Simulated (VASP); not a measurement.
# Fe (Im-3m) in VASP: a series of runs

Fe is run at these levels: r2SCAN; tasks: single point.

All numbers are computed with VASP 6.6.1; they aren't measurements. Logs are shortened: lines on timing, memory, paths and dates and some standing lists are left out, and cuts for length are marked.

### Step 1. The cell of the first run

It takes space group Im-3m (No. 229, cubic). Conventional cell: a = 2.730 Å, b = 2.730 Å, c = 2.730 Å, α = 90.00°, β = 90.00°, γ = 90.00°. Within 3.1 Å of Fe (site symmetry m-3m) lie 14 Fe at 2.36 to 2.73 Å.

### Step 2. Single point, r2SCAN, non-collinear spin, zero start, spin-orbit coupling

File POSCAR:

```
Fe
1.0
   -1.3650158249      1.3650158249      1.3650158249
    1.3650158249     -1.3650158249      1.3650158249
    1.3650158249      1.3650158249     -1.3650158249
Fe
1
Direct
    0.0000000000      0.0000000000      0.0000000000
```

File INCAR.step1:

```
SYSTEM = Fe
ALGO = Normal
EDIFF = 1E-4
ENCUT = 520
GGA = PE
GGA_COMPAT = .FALSE.
ISMEAR = -1
LASPH = .TRUE.
LCHARG = .FALSE.
LMAXMIX = 4
LREAL = .FALSE.
LSORBIT = .TRUE.
LWAVE = .TRUE.
MAGMOM = 0 0 0
NBANDS = 19
NELM = 150
PREC = Accurate
SIGMA = 0.1
```

File INCAR.step2:

```
SYSTEM = Fe
ALGO = Normal
EDIFF = 1E-6
ENCUT = 520
GGA_COMPAT = .FALSE.
ISIF = 2
ISMEAR = -1
ISTART = 1
LASPH = .TRUE.
LCHARG = .TRUE.
LMAXMIX = 4
LMIXTAU = .TRUE.
LORBIT = 11
LORBMOM = .TRUE.
LREAL = .FALSE.
LSORBIT = .TRUE.
LVHAR = .TRUE.
LWAVE = .FALSE.
MAGMOM = 0 0 0
METAGGA = R2SCAN
NBANDS = 19
NELM = 150
PREC = Accurate
SIGMA = 0.1
```

File KPOINTS:

```
k-points
0
G
  16 16 16
  0 0 0
```

Potentials or basis: VASP PAW PBE potentials, release 64 (Fe).

Run with:

```bash
cat potpaw_PBE.64/Fe/POTCAR > POTCAR
cp INCAR.step1 INCAR
mpirun -np 1 vasp_ncl > vasp.out
cp INCAR.step2 INCAR
mpirun -np 1 vasp_ncl > vasp.out
```

OUTCAR:

```text
SYSTEM = Fe
   EDIFF = 1E-6
   ENCUT = 520
   ISIF = 2
   ISMEAR = -1
   ISTART = 1
   LASPH = .TRUE.
   LORBIT = 11
   LREAL = .FALSE.
   LSORBIT = .TRUE.
   METAGGA = R2SCAN
   NELM = 150
   PREC = Accurate

 ion  position               nearest neighbor table
   1  0.000  0.000  0.000-

  LATTYP: Found a body centered cubic cell.
 ALAT       =     2.7300316498

  Lattice vectors:

 A1 = (  -1.3650158249,   1.3650158249,   1.3650158249)
 A2 = (   1.3650158249,  -1.3650158249,   1.3650158249)
 A3 = (   1.3650158249,   1.3650158249,  -1.3650158249)

Analysis of symmetry for initial positions (statically):
=====================================================================
 Subroutine PRICEL returns:
 Original cell was already a primitive cell.

 Routine SETGRP: Setting up the symmetry group for a
 body centered cubic supercell.

 Subroutine GETGRP returns: Found 48 space group operations
 (whereof 48 operations were pure point group operations)
 out of a pool of 48 trial point group operations.

The static configuration has the point symmetry O_h .

Analysis of symmetry for dynamics (positions and initial velocities):
=====================================================================
 Subroutine PRICEL returns:
 Original cell was already a primitive cell.

 Routine SETGRP: Setting up the symmetry group for a
 body centered cubic supercell.

 Subroutine GETGRP returns: Found 48 space group operations
 (whereof 48 operations were pure point group operations)
 out of a pool of 48 trial point group operations.

The dynamic configuration has the point symmetry O_h .

Analysis of structural, dynamic, and magnetic symmetry:
=====================================================================
 Subroutine PRICEL returns:
 Original cell was already a primitive cell.

 Routine SETGRP: Setting up the symmetry group for a
 body centered cubic supercell.

 Subroutine GETGRP returns: Found 48 space group operations
 (whereof 48 operations were pure point group operations)
 out of a pool of 48 trial point group operations.

The overall configuration has the point symmetry O_h .

 Subroutine INISYM returns: Found 48 space group operations
 (whereof 48 operations are pure point group operations),
 and found     1 'primitive' translations

[... 139 lines left out ...]
  energy without entropy =      -13.25849830  energy(sigma->0) =      -13.30568799

 E-fermi :   6.9699     XC(G=0): -15.0366

 val. band max:        6.9615817111   @ k =   0.1875   0.1250   0.1250
 cond. band min:       6.9702230618   @ k =  -0.3125   0.3125   0.1875
 fundamental gap:      0.0086413508
 Fermi energy:         6.9699444642

 k-point     1 :       0.0000    0.0000    0.0000
  band No.  band energies     occupation
      1      -2.6292      1.00000
      2      -2.6292      1.00000
      3       4.9272      1.00000
      4       4.9272      1.00000
      5       4.9272      1.00000
      6       4.9272      1.00000
[... 505 lines left out ...]
      6       4.2982      1.00000
[... 11 lines left out ...]
     18      30.1767      0.00000
     19      35.6329      0.00000

 [... further k-points ...]
[... 5 lines left out ...]
  --------------------------------------------------------------------------------------
  -------------------------------------------------------------------------------------
  Total        0.0511907      0.0511907      0.0511907      0.0000000      0.0000000     -0.0000000
  in kB        8.0617345      8.0617345      8.0617345      0.0000000      0.0000000     -0.0000000
  external PRESSURE =       8.0617345 kB  Pullay stress =       0.0000000 kB

 VOLUME and BASIS-vectors are now :
 -----------------------------------------------------------------------------
  energy-cutoff  :      520.00
  volume of cell :       10.17
      direct lattice vectors                 reciprocal lattice vectors
    -1.365015825  1.365015825  1.365015825     0.000000000  0.366296120  0.366296120
     1.365015825 -1.365015825  1.365015825     0.366296120  0.000000000  0.366296120
     1.365015825  1.365015825 -1.365015825     0.366296120  0.366296120  0.000000000

 POSITION                                       TOTAL-FORCE (eV/Angst)
 -----------------------------------------------------------------------------------
      0.00000      0.00000      0.00000         0.000000     -0.000000      0.000000
 -----------------------------------------------------------------------------------
    total drift:                                0.000000     -0.000000      0.000000

  FREE ENERGIE OF THE ION-ELECTRON SYSTEM (eV)
  ---------------------------------------------------
  free  energy   TOTEN  =       -13.3528776822 eV

  energy  without entropy=      -13.2584982976  energy(sigma->0) =      -13.30568799

 orbital moment (x)

 # of ion     p       d       tot
 ----------------------------------------
  1         0.000  -0.000  -0.000
 ----------------------------------------
            0.000  -0.000  -0.000

 orbital moment (y)

 # of ion     p       d       tot
 ----------------------------------------
  1         0.000  -0.000  -0.000
 ----------------------------------------
            0.000  -0.000  -0.000

 orbital moment (z)

 # of ion     p       d       tot
 ----------------------------------------
  1         0.000   0.000   0.000
 ----------------------------------------
            0.000   0.000   0.000

 Spin-Orbit-Coupling matrix elements

 Ion:    1  E_soc:     -0.0154257
 l=   1
     0.0000000    -0.0003490    -0.0003490
    -0.0003490     0.0000000    -0.0003490
    -0.0003490    -0.0003490     0.0000000
 l=   2
     0.0000000    -0.0002153     0.0000000    -0.0002153    -0.0020066
    -0.0002153     0.0000000    -0.0015049    -0.0002153    -0.0005016
     0.0000000    -0.0015049     0.0000000    -0.0015049     0.0000000
    -0.0002153    -0.0002153    -0.0015049     0.0000000    -0.0005016
    -0.0020066    -0.0005016     0.0000000    -0.0005016     0.0000000
 l=   3
     0.0000000     0.0000000     0.0000000     0.0000000     0.0000000     0.0000000     0.0000000
     0.0000000     0.0000000     0.0000000     0.0000000     0.0000000     0.0000000     0.0000000
     0.0000000     0.0000000     0.0000000     0.0000000     0.0000000     0.0000000     0.0000000
     0.0000000     0.0000000     0.0000000     0.0000000     0.0000000     0.0000000     0.0000000
     0.0000000     0.0000000     0.0000000     0.0000000     0.0000000     0.0000000     0.0000000
     0.0000000     0.0000000     0.0000000     0.0000000     0.0000000     0.0000000     0.0000000
     0.0000000     0.0000000     0.0000000     0.0000000     0.0000000     0.0000000     0.0000000

 total charge

# of ion       s       p       d       tot
------------------------------------------
    1        0.535   0.653   6.335   7.524

 magnetization (x)

# of ion       s       p       d       tot
------------------------------------------
    1        0.000   0.000  -0.000  -0.000

 magnetization (y)

# of ion       s       p       d       tot
------------------------------------------
    1       -0.000   0.000   0.000   0.000

 magnetization (z)

# of ion       s       p       d       tot
------------------------------------------
    1       -0.000  -0.000  -0.000  -0.000
```

OUTCAR.step1:

```text
SYSTEM = Fe
   EDIFF = 1E-4
   ENCUT = 520
   GGA = PE
   ISMEAR = -1
[... 792 lines left out ...]
     0.0000000     0.0000000     0.0000000     0.0000000     0.0000000     0.0000000     0.0000000
     0.0000000     0.0000000     0.0000000     0.0000000     0.0000000     0.0000000     0.0000000
     0.0000000     0.0000000     0.0000000     0.0000000     0.0000000     0.0000000     0.0000000
     0.0000000     0.0000000     0.0000000     0.0000000     0.0000000     0.0000000     0.0000000
     0.0000000     0.0000000     0.0000000     0.0000000     0.0000000     0.0000000     0.0000000
     0.0000000     0.0000000     0.0000000     0.0000000     0.0000000     0.0000000     0.0000000

=======================================================================

 ========================================================
```

OSZICAR.step1:

```text
N       E                     dE             d eps       ncg     rms          rms(c)
DAV:   1     0.360847006256E+02    0.36085E+02   -0.36075E+03  6150   0.113E+03
DAV:   2    -0.754426708783E+01   -0.43629E+02   -0.38326E+02  5537   0.203E+02
DAV:   3    -0.922630467464E+01   -0.16820E+01   -0.15748E+01  6093   0.490E+01
DAV:   4    -0.923977663950E+01   -0.13472E-01   -0.13455E-01  6164   0.406E+00
DAV:   5    -0.923991548820E+01   -0.13885E-03   -0.13885E-03  6075   0.390E-01    0.124E+01
DAV:   6    -0.790201055016E+01    0.13379E+01   -0.29262E+00  6002   0.541E+01    0.193E+00
DAV:   7    -0.783517219960E+01    0.66838E-01   -0.24330E-01  6323   0.127E+01    0.109E+00
DAV:   8    -0.781939847952E+01    0.15774E-01   -0.23049E-03  8053   0.103E+00    0.413E-01
DAV:   9    -0.781675956316E+01    0.26389E-02   -0.36065E-04  6596   0.260E-01    0.140E-01
DAV:  10    -0.781649874153E+01    0.26082E-03   -0.10568E-04  5238   0.148E-01    0.366E-02
DAV:  11    -0.781650214703E+01   -0.34055E-05   -0.44132E-06  2863   0.267E-02
   1 F= -.78165021E+01 E0= -.77657158E+01  d E =-.101573E+00  mag=    -0.0000    -0.0000    -0.0000
```

Wall time 3.4 min (1 thread of AMD EPYC 9R45 (Zen 5), shared host); peak memory 0.16 GiB.

Results:

| Item | Value |
| --- | --- |
| Free energy | -13.3529 eV |
| Pressure | 0.8 GPa |
| Net moment | 0.00 μB per cell |
| Valence electrons inside the program's atomic spheres | Fe 7.52 |

Moments on the atoms (μB; x, y, z):
```
Fe  0.00 0.00 0.00
```

Caveat: the PAW data sets were made with another functional, which shifts forces and pressure a little.

### Step 3. Single point, r2SCAN

File POSCAR:

```
Fe
1.0
   -1.3650158294      1.3650158294      1.3650158294
    1.3650158294     -1.3650158294      1.3650158294
    1.3650158294      1.3650158294     -1.3650158294
Fe
1
Direct
    0.0000000000      0.0000000000      0.0000000000
```

File INCAR.step1:

```
SYSTEM = Fe
PREC = Accurate
ENCUT = 520
ISMEAR = -1
SIGMA = 0.1
LREAL = .FALSE.
LASPH = .TRUE.
NELM = 60
NBANDS = 10
GGA = PE
ALGO = Normal
EDIFF = 1E-4
LWAVE = .TRUE.
LCHARG = .FALSE.
```

File INCAR.step2:

```
SYSTEM = Fe
PREC = Accurate
ENCUT = 520
EDIFF = 1E-7
ISMEAR = -1
SIGMA = 0.1
LREAL = .FALSE.
LASPH = .TRUE.
NELM = 60
ALGO = Normal
ISIF = 2
LWAVE = .FALSE.
LCHARG = .FALSE.
METAGGA = R2SCAN
LMIXTAU = .TRUE.
NBANDS = 10
ISTART = 1
```

File KPOINTS:

```
Automatic mesh
0
G
  16 16 16
  0 0 0
```

Potentials or basis: VASP PAW PBE potentials, release 64 (Fe).

Run with:

```bash
cat potpaw_PBE.64/Fe/POTCAR > POTCAR
cp INCAR.step1 INCAR
mpirun -np 1 vasp_std > vasp.out
cp INCAR.step2 INCAR
mpirun -np 1 vasp_std > vasp.out
```

It took 89 s on 1 thread of Intel Xeon 8259CL, shared host; peak memory 0.13 GiB.

The run converged. Its results:

* Free energy: -13.3451 eV
* Pressure: 0.7 GPa
* Band gap on the k mesh: zero (band 4 reaches 7.99 eV, above the bottom of band 5 at 5.86 eV)

Levels at points of the mesh, in eV from the Fermi level:
```
           k point  band 1  band 2  band 3  band 4  band 5  band 6  band 7  band 8
(0.00, 0.00, 0.00)   -9.60   -2.01   -2.01   -2.01    0.00    0.00   27.17   27.17
(0.50, 0.00, 0.00)   -5.36   -3.43   -0.06    0.28    0.36    1.36    9.17   20.17
(0.50, 0.50, 0.50)   -5.07   -5.07    1.02    1.02    1.02   11.31   11.31   11.31
```

Caveat: the PAW data sets were made with another functional, which shifts forces and pressure a little; the run has no spin polarisation, though such a crystal can be magnetic.

### Step 4. Single point, r2SCAN

POSCAR is that of step 3.

File INCAR.step1:

```
  ALGO = Normal
  EDIFF = 1E-4
  ENCUT = 520
  GGA = PE
  ISMEAR = 0
  LASPH = T
  LCHARG = F
  LREAL = F
  LWAVE = T
  NBANDS = 10
  NELM = 60
  PREC = Accurate
  SIGMA = 0.01
```

File INCAR.step2:

```
  ALGO = Normal
  EDIFF = 1E-6
  ENCUT = 520
  ISIF = 2
  ISMEAR = 0
  ISTART = 1
  LASPH = T
  LCHARG = F
  LMIXTAU = T
  LREAL = F
  LWAVE = F
  METAGGA = R2SCAN
  NBANDS = 10
  NELM = 60
  PREC = Accurate
  SIGMA = 0.01
```

File KPOINTS:

```
k-points
0
Gamma
  16 16 16
```

Run with:

```bash
cat potpaw_PBE.64/Fe/POTCAR > POTCAR
cp INCAR.step1 INCAR
mpirun -np 1 vasp_std > vasp.out
cp INCAR.step2 INCAR
mpirun -np 1 vasp_std > vasp.out
```

It took 94 s on 1 thread of Intel Xeon 8259CL, shared host; peak memory 0.13 GiB.

It converged, with:

```yaml
Free_energy: -13.2980 eV
Pressure: -0.2 GPa
Band_gap_on_the_k_mesh: zero (band 4 reaches 7.96 eV, above the bottom of band 5 at 5.84 eV)
```

Levels at points of the mesh, in eV from the Fermi level:
```tsv
k point	band 1	band 2	band 3	band 4	band 5	band 6	band 7	band 8	band 9
(0.00, 0.00, 0.00)	-9.59	-2.03	-2.03	-2.03	0.01	0.01	27.18	27.18	27.18
(0.50, 0.00, 0.00)	-5.36	-3.44	-0.05	0.29	0.36	1.34	9.16	20.17	23.39
(0.50, 0.50, 0.50)	-5.05	-5.05	1.00	1.00	1.00	11.31	11.31	11.31	17.60
```

Caveat: the PAW data sets were made with another functional, which shifts forces and pressure a little; the run has no spin polarisation, though such a crystal can be magnetic. Spin polarisation is off, so any magnetic state and its effect on volume and gap are missing.

### Step 5. Single point, r2SCAN

POSCAR is that of step 4.

File INCAR.step1:

```
PREC = Accurate
ENCUT = 520
ISMEAR = 0
SIGMA = 0.03
LREAL = False
LASPH = True
NELM = 60
NBANDS = 10
GGA = PE
ALGO = Normal
EDIFF = 1E-4
LWAVE = True
LCHARG = False
```

File INCAR.step2:

```
PREC = Accurate
ENCUT = 520
EDIFF = 1E-7
ISMEAR = 0
SIGMA = 0.03
LREAL = False
LASPH = True
NELM = 60
ALGO = Normal
ISIF = 2
LWAVE = False
LCHARG = False
METAGGA = R2SCAN
LMIXTAU = True
NBANDS = 10
ISTART = 1
```

File KPOINTS:

```
regular mesh
0
Gamma
  16 16 16
```

Run with:

```bash
cat potpaw_PBE.64/Fe/POTCAR > POTCAR
cp INCAR.step1 INCAR
mpirun -np 1 vasp_std > vasp.out
cp INCAR.step2 INCAR
mpirun -np 1 vasp_std > vasp.out
```

Wall time 1.7 min (1 thread of Intel Xeon 8259CL, shared host); peak memory 0.13 GiB.

The run converged. Its results:

```yaml
Free_energy: -13.2986 eV
Pressure: -0.2 GPa
Band_gap_on_the_k_mesh: zero (band 4 reaches 7.96 eV, above the bottom of band 5 at 5.84 eV)
```

Levels at points of the mesh, in eV from the Fermi level:
| k point | band 1 | band 2 | band 3 | band 4 | band 5 | band 6 | band 7 | band 8 | band 9 |
| --- | --- | --- | --- | --- | --- | --- | --- | --- | --- |
| (0.00, 0.00, 0.00) | -9.60 | -2.03 | -2.03 | -2.03 | 0.01 | 0.01 | 27.18 | 27.18 | 27.18 |
| (0.50, 0.00, 0.00) | -5.36 | -3.44 | -0.06 | 0.28 | 0.36 | 1.34 | 9.16 | 20.17 | 23.39 |
| (0.50, 0.50, 0.50) | -5.06 | -5.06 | 1.00 | 1.00 | 1.00 | 11.31 | 11.31 | 11.31 | 17.59 |

Caveat: the PAW data sets were made with another functional, which shifts forces and pressure a little; the run has no spin polarisation, though such a crystal can be magnetic. Spin polarisation is off, so any magnetic state and its effect on volume and gap are missing.

### Step 6. Single point, r2SCAN

POSCAR is that of step 5.

File INCAR.step1:

```
SYSTEM = Fe
PREC = Accurate
ENCUT = 520
ISMEAR = 0
SIGMA = 0.1
LREAL = .FALSE.
LASPH = .TRUE.
NELM = 100
NBANDS = 10
GGA = PE
ALGO = Normal
EDIFF = 1E-4
LWAVE = .TRUE.
LCHARG = .FALSE.
```

File INCAR.step2:

```
SYSTEM = Fe
PREC = Accurate
ENCUT = 520
EDIFF = 1E-6
ISMEAR = 0
SIGMA = 0.1
LREAL = .FALSE.
LASPH = .TRUE.
NELM = 100
ALGO = Normal
ISIF = 2
LWAVE = .FALSE.
LCHARG = .FALSE.
METAGGA = R2SCAN
LMIXTAU = .TRUE.
NBANDS = 10
ISTART = 1
```

File KPOINTS:

```
regular mesh
0
G
  16 16 16
  0 0 0
```

Potentials or basis: VASP PAW PBE potentials, release 64 (Fe).

Run with:

```bash
cat potpaw_PBE.64/Fe/POTCAR > POTCAR
cp INCAR.step1 INCAR
mpirun -np 1 vasp_std > vasp.out
cp INCAR.step2 INCAR
mpirun -np 1 vasp_std > vasp.out
```

It took 82 s on 1 thread of Intel Xeon 8259CL, shared host; peak memory 0.13 GiB.

The run converged. Its results:

* Free energy: -13.3050 eV
* Pressure: -0.1 GPa
* Band gap on the k mesh: zero (band 4 reaches 7.97 eV, above the bottom of band 5 at 5.84 eV)

Levels at points of the mesh, in eV from the Fermi level:
```
           k point  band 1  band 2  band 3  band 4  band 5  band 6  band 7  band 8  band 9
(0.00, 0.00, 0.00)   -9.60   -2.02   -2.02   -2.02    0.00    0.00   27.18   27.18   27.18
(0.50, 0.00, 0.00)   -5.36   -3.44   -0.06    0.28    0.36    1.34    9.16   20.17   23.38
(0.50, 0.50, 0.50)   -5.06   -5.06    1.00    1.00    1.00   11.31   11.31   11.31   17.59
```

Caveat: the PAW data sets were made with another functional, which shifts forces and pressure a little; the run has no spin polarisation, though such a crystal can be magnetic. Spin polarisation is off, so any magnetic state and its effect on volume and gap are missing.

### Step 7. Overview

```tsv
spin	smearing	gap on the mesh (eV)	pressure (GPa)
non-collinear, zero start, SOC	fermi-dirac 0.1 eV	-	0.8
off	fermi-dirac 0.1 eV	none	0.7
off	gaussian 0.01 eV	none	-0.2
off	gaussian 0.03 eV	none	-0.2
off	gaussian 0.1 eV	none	-0.1
```

Alike in all rows: task single point; level r2SCAN; potentials or basis VASP PAW PBE potentials, release 64 (Fe); cell as given; k mesh 16 × 16 × 16; cutoff (eV) 520.

Every run on the cell as given and a fine mesh finds a metal.

Caveats: the PAW data sets were made with another functional, which shifts forces and pressure a little.

Absolute energies hang on the potentials; compare differences alone.
